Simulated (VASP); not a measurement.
Crystal: ZnS.

```
Zn S
1.0
     0.00000    2.90068    2.90068
     2.90068    0.00000    2.90068
     2.90068    2.90068    0.00000
Zn S
1 1
Direct
  0.00000 0.00000 0.00000
  0.25000 0.25000 0.25000
```

| Property | Result |
| --- | --- |
| Program | VASP 6.6.1 |
| Task | relaxation of cell and atoms |
| Functional | PBEsol |
| Potentials or basis | VASP PAW PBE potentials, release 64 (Zn, S) |
| Cutoff | 500 eV |
| k mesh | 6 × 6 × 6 |
| Occupations | gaussian, width 0.1 eV |
| Spin | no spin polarisation |

At the start: pressure -11.0 GPa; volume 24.41 Å³/atom.

**Question.** How do energy, volume and symmetry change on relaxing?

**Answer.** Over 3 steps the energy falls by 218.8 meV/atom and the volume is 19.25 Å³/atom (-21.1 %); space group F-43m (No. 216, to 0.05 Å).

The path:
| step | energy change (eV) | largest force (eV/Å) | pressure (GPa) | volume (Å³) |
| --- | --- | --- | --- | --- |
| 1 | 0.0000 | 0.0000 | -11.00 | 48.81 |
| 2 | -0.4350 | 0.0000 | 1.31 | 37.91 |
| 3 | -0.4375 | 0.0000 | 0.04 | 38.51 |

Final structure:
```
Zn S
1.0
     0.00000    2.68025    2.68025
     2.68025    0.00000    2.68025
     2.68025    2.68025    0.00000
Zn S
1 1
Direct
  0.00000 0.00000 0.00000
  0.25000 0.25000 0.25000
```

Caveat: the volume moved by over 15 % at a fixed basis, so the end points are rough; the PAW data sets were made with another functional, which shifts forces and pressure a little.
